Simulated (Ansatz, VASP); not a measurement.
## H4CO in VASP and in Ansatz

```
CELL_PARAMETERS angstrom
4.53824 0.00000 0.00000
0.00000 4.96729 0.00000
0.00000 0.00000 8.91323
ATOMIC_POSITIONS crystal
H 0.57995 0.23844 0.48079
H 0.92005 0.76156 0.98079
H 0.42005 0.73844 0.01921
H 0.07995 0.26156 0.51921
H 0.94551 0.91471 0.28750
H 0.55449 0.08529 0.78750
H 0.05449 0.41471 0.21250
H 0.44551 0.58529 0.71250
H 0.74084 0.78311 0.44220
H 0.75916 0.21689 0.94220
H 0.25916 0.28311 0.05780
H 0.24084 0.71689 0.55780
H 0.55347 0.92673 0.28452
H 0.94653 0.07327 0.78452
H 0.44653 0.42673 0.21548
H 0.05347 0.57327 0.71548
C 0.74885 0.94370 0.35721
C 0.75115 0.05630 0.85721
C 0.25115 0.44370 0.14279
C 0.24885 0.55630 0.64279
O 0.76690 0.20516 0.42424
O 0.73310 0.79484 0.92424
O 0.23310 0.70516 0.07576
O 0.26690 0.29484 0.57576
```

Alike in both runs: functional PBE; dispersion D3(BJ); k mesh 4 × 4 × 2; occupations gaussian, width 0.1 eV; no spin polarisation.

Ansatz relaxed the structure, and its values are those at the end. VASP's run is a single point on that final structure, the one shown.

```csv
,VASP,Ansatz
version,VASP 6.6.1,Ansatz 0.2.0
potentials or method,"VASP PAW PBE potentials, release 64 (H, C, O), cutoff 520 eV","scalar-relativistic, plane waves, PAW"
valence electrons in the cell,56,56
```

|  | VASP | Ansatz | Ansatz less VASP |
| --- | --- | --- | --- |
| gap on the k mesh at the Fermi level (eV) | 5.60 | 5.61 | +0.009 |
| least direct gap on the mesh (eV) | 5.66 | 5.67 | +0.004 |
| pressure (GPa) | 0.0 | 0.0 | -0.03 |
| rms of the force components (eV/Å) | 0.059 | 0.019 | -0.0405 |
